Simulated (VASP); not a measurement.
# Si2Mo (I4/mmm) in VASP: notebook, part 3 of 3

VASP 6.6.1. Earlier steps stand in the parts before.

### 4 Electric field gradients, PBE (volume scaled by 1.06)

Input file INCAR:

```
SYSTEM = Si2Mo
ALGO = Normal ; EDIFF = 1E-8
ENCUT = 520 ; GGA = PE
ISIF = 2 ; ISMEAR = -1
ISYM = 0 ; LASPH = .True.
LCHARG = .False. ; LEFG = .True.
LREAL = .False. ; LWAVE = .False.
NBANDS = 18 ; NELM = 100
PREC = Accurate ; SIGMA = 0.03
```

Input file KPOINTS:

```
k-points
0
Gamma
  12 12 16
  0 0 0
```

Input file POSCAR:

```
Si2Mo
1.0
   -1.6313805159      1.6313805159      4.0075881985
    1.6313805159     -1.6313805159      4.0075881985
    1.6313805159      1.6313805159     -4.0075881985
Si Mo
2 1
Direct
    0.3330000000      0.3330000000      0.0000000000
    0.6670000000      0.6670000000      0.0000000000
    0.0000000000      0.0000000000      0.0000000000
```

Potentials or basis: VASP PAW PBE potentials, release 64 (Si, Mo_sv).

Started as:

```bash
$ cat potpaw_PBE.64/Si/POTCAR potpaw_PBE.64/Mo_sv/POTCAR > POTCAR
$ mpirun -np 1 vasp_std > vasp.out
```

OUTCAR:

```text
SYSTEM = Si2Mo
   EDIFF = 1E-8
   ENCUT = 520
   GGA = PE
   ISIF = 2
   ISMEAR = -1
   ISYM = 0
   LASPH = .True.
   LREAL = .False.
   NELM = 100
   PREC = Accurate

 ion  position               nearest neighbor table
   1  0.333  0.333  0.000-   2 2.66   2 2.66   2 2.66   2 2.66   3 2.67   3 2.67   3 2.67   3 2.67
                             3 2.67   2 2.68
   2  0.667  0.667  0.000-   1 2.66   1 2.66   1 2.66   1 2.66   3 2.67   3 2.67   3 2.67   3 2.67
                             3 2.67   1 2.68
   3  0.000  0.000  0.000-   1 2.67   2 2.67   2 2.67   2 2.67   2 2.67   1 2.67   1 2.67   1 2.67
                             1 2.67   2 2.67

IMPORTANT INFORMATION: All symmetrisations will be switched off!
NOSYMM: (Re-)initialisation of all symmetry stuff for point group C_1.

----------------------------------------------------------------------------------------

                                     Primitive cell

  volume of cell :      42.6632

  direct lattice vectors                    reciprocal lattice vectors
    -1.631380516  1.631380516  4.007588198     0.000000000  0.306488888  0.124763318
     1.631380516 -1.631380516  4.007588198     0.306488888  0.000000000  0.124763318
     1.631380516  1.631380516 -4.007588198     0.306488888  0.306488888  0.000000000

  length of vectors
     4.624237012  4.624237012  4.624237012     0.330909842  0.330909842  0.433440742

  position of ions in fractional coordinates (direct lattice)
     0.333000000  0.333000000  0.000000000
     0.667000000  0.667000000  0.000000000
     0.000000000  0.000000000  0.000000000

  ion indices of the primitive-cell ions
   primitive index   ion index
                 1           1
                 2           2
                 3           3

----------------------------------------------------------------------------------------

 KPOINTS: k-points

Automatic generation of k-mesh.
 Grid dimensions read from file:
 generate k-points for:   12   12   16

 Generating k-lattice:

  Cartesian coordinates                     Fractional coordinates (reciprocal lattice)
     0.000000000  0.025540741  0.010396943     0.083333333 -0.000000000  0.000000000
     0.025540741  0.000000000  0.010396943    -0.000000000  0.083333333  0.000000000
     0.019155555  0.019155555  0.000000000     0.000000000  0.000000000  0.062500000

  Length of vectors
     0.027575820  0.027575820  0.027090046

  Shift w.r.t. Gamma in fractional coordinates (k-lattice)
     0.000000000  0.000000000  0.000000000

 -----------------------------------------------------------------------------
|                                                                             |
|           W    W    AA    RRRRR   N    N  II  N    N   GGGG   !!!           |
|           W    W   A  A   R    R  NN   N  II  NN   N  G    G  !!!           |
|           W    W  A    A  R    R  N N  N  II  N N  N  G       !!!           |
|           W WW W  AAAAAA  RRRRR   N  N N  II  N  N N  G  GGG   !            |
|           WW  WW  A    A  R   R   N   NN  II  N   NN  G    G                |
|           W    W  A    A  R    R  N    N  II  N    N   GGGG   !!!           |
[... 73 lines left out ...]
   TEBEG  =    0.0;   TEEND  =   0.0 temperature during run
   PSTRESS=    0.0 pullay stress
   NELECT =      22.0000    total number of electrons
   NUPDOWN=      -1.0000    fix difference up-down
   EMIN   =  10.00;   EMAX   =-10.00  energy-range for DOS
   EFERMI =   0.00;   METHOD = LEGACY
   ISMEAR =    -1;   SIGMA  =   0.03  broadening in eV -4-tet -1-fermi 0-gaus
   EFERMI_NEDOS =   21; number of points for ismear=-14 and -15
   IALGO  =     38    algorithm
   IMIX   =      4    mixing-type and parameters
     AMIX     =   0.40;   BMIX     =  1.00
     AMIX_MAG =   1.60;   BMIX_MAG =  1.00
  volume/ion in A,a.u.               =      14.22        95.97
  Fermi-wavevector in a.u.,A,eV,Ry     =   1.312798  2.480828 23.448800  1.723438
  Thomas-Fermi vector in A             =   2.443165
   LORBIT       =      0    0 simple, 1 ext, 2 COOP (PROOUT), +10 PAW based schemes
   GGA     = PE    functional components
   LHFCALC =     F    Hartree Fock is set to
   AEXX    =    0.0000 exact exchange contribution
   IVDW    =     0    specifies the selected vdW correction
   LEPSILON=     F    determine dielectric tensor
   LRPA    =     F    only Hartree local field effects (RPA)
 non-spin polarized calculation
  energy-cutoff  :      520.00
  volume of cell :       42.66
 maximum number of plane-waves:      1168
   NGX = 17   NGY = 17   NGZ = 17

 number of electron      22.0000000 magnetization

 Free energy of the ion-electron system (eV)
  ---------------------------------------------------
  ext. energy  EPLUGINS =         0.00000000
  ---------------------------------------------------
  free energy    TOTEN  =       -23.20070752 eV

  energy without entropy =      -23.19989668  energy(sigma->0) =      -23.20030210

 E-fermi :  11.4406     XC(G=0): -12.1535

 val. band max:       11.4208489719   @ k =  -0.2500  -0.2500   0.1875
 cond. band min:      11.4564449937   @ k =  -0.4167  -0.4167   0.4375
 fundamental gap:      0.0355960218
 Fermi energy:        11.4405874160

 k-point     1 :       0.0000    0.0000    0.0000
  band No.  band energies     occupation
      1     -49.4001      2.00000
      2     -23.5263      2.00000
      3     -23.4549      2.00000
      4     -23.4539      2.00000
      5      -1.5957      2.00000
      6       5.4341      2.00000
[... 481 lines left out ...]
      5       0.7946      2.00000
      6       3.9427      2.00000
[... 10 lines left out ...]
     17      18.7013      0.00000
     18      19.5423      0.00000

 [... further k-points ...]
[... 5 lines left out ...]
  --------------------------------------------------------------------------------------
  -------------------------------------------------------------------------------------
  Total       -2.1178837     -2.1178838     -2.8050249     -0.0003467     -0.0011959     -0.0011959
  in kB      -79.5351432    -79.5351457   -105.3400895     -0.0130196     -0.0449096     -0.0449127
  external PRESSURE =     -88.1367928 kB  Pullay stress =       0.0000000 kB

 VOLUME and BASIS-vectors are now :
 -----------------------------------------------------------------------------
  energy-cutoff  :      520.00
  volume of cell :       42.66
      direct lattice vectors                 reciprocal lattice vectors
    -1.631380516  1.631380516  4.007588198     0.000000000  0.306488888  0.124763318
     1.631380516 -1.631380516  4.007588198     0.306488888  0.000000000  0.124763318
     1.631380516  1.631380516 -4.007588198     0.306488888  0.306488888  0.000000000

 POSITION                                       TOTAL-FORCE (eV/Angst)
 -----------------------------------------------------------------------------------
      0.00000      0.00000      2.66905         0.000591      0.000591      0.365783
      0.00000      0.00000      5.34612        -0.000591     -0.000591     -0.365783
      0.00000      0.00000      0.00000        -0.000000      0.000000      0.000000
 -----------------------------------------------------------------------------------
    total drift:                               -0.000000      0.000000      0.000000

  FREE ENERGIE OF THE ION-ELECTRON SYSTEM (eV)
  ---------------------------------------------------
  free  energy   TOTEN  =       -23.2007075219 eV

  energy  without entropy=      -23.1998966832  energy(sigma->0) =      -23.20030210

 Electric field gradients (V/A^2)
---------------------------------------------------------------------
 ion       V_xx      V_yy      V_zz      V_xy      V_xz      V_yz
---------------------------------------------------------------------
   1       5.141     5.141   -10.283    -0.065     0.001     0.001
   2       5.141     5.141   -10.283    -0.065     0.001     0.001
   3      25.137    25.137   -50.274    -0.295    -0.058    -0.058
---------------------------------------------------------------------

 Electric field gradients after diagonalization (V/A^2)
 (convention: |V_zz| > |V_xx| > |V_yy|)
----------------------------------------------------------------------
 ion       V_xx      V_yy      V_zz     asymmetry (V_yy - V_xx)/ V_zz
----------------------------------------------------------------------
   1       5.206     5.076   -10.283       0.013
   2       5.206     5.076   -10.283       0.013
   3      25.432    24.842   -50.274       0.012
----------------------------------------------------------------------

           NMR quadrupolar parameters

 Cq : quadrupolar parameter    Cq=e*Q*V_zz/h
 eta: asymmetry parameters     (V_yy - V_xx)/ V_zz
 Q  : nuclear electric quadrupole moment in mb (millibarn)
----------------------------------------------------------------------
 ion       Cq(MHz)       eta       Q (mb)
----------------------------------------------------------------------
   1      -0.025       0.013       1.000
   2      -0.025       0.013       1.000
   3      -0.122       0.012       1.000
----------------------------------------------------------------------
```

Run time: 10 min. Hardware: 1 thread of Intel Xeon 6975P-C (Granite Rapids), shared host; peak memory 0.88 GiB.

What came out:

```
Free energy            : -23.2007 eV
Pressure               : -8.8 GPa
Largest force          : 0.366 eV/Å
Band gap on the k mesh : zero (band 11 reaches 11.86 eV, above the bottom of band 12 at 10.89 eV)
```

Forces on the atoms (eV/Å):
```
Si   0.001  0.001  0.366
Si  -0.001 -0.001 -0.366
Mo   0.000  0.000  0.000
```

Electric field gradients, principal values (V/Å²):
```tsv
atom	least	middle	greatest (by size)
1 Si	5.076	5.206	-10.283
2 Si	5.076	5.206	-10.283
3 Mo	24.842	25.432	-50.274
```

Caveat: without QUAD_EFG the Cq values of the log hold for a quadrupole moment of 1 mb, not for the nuclei.
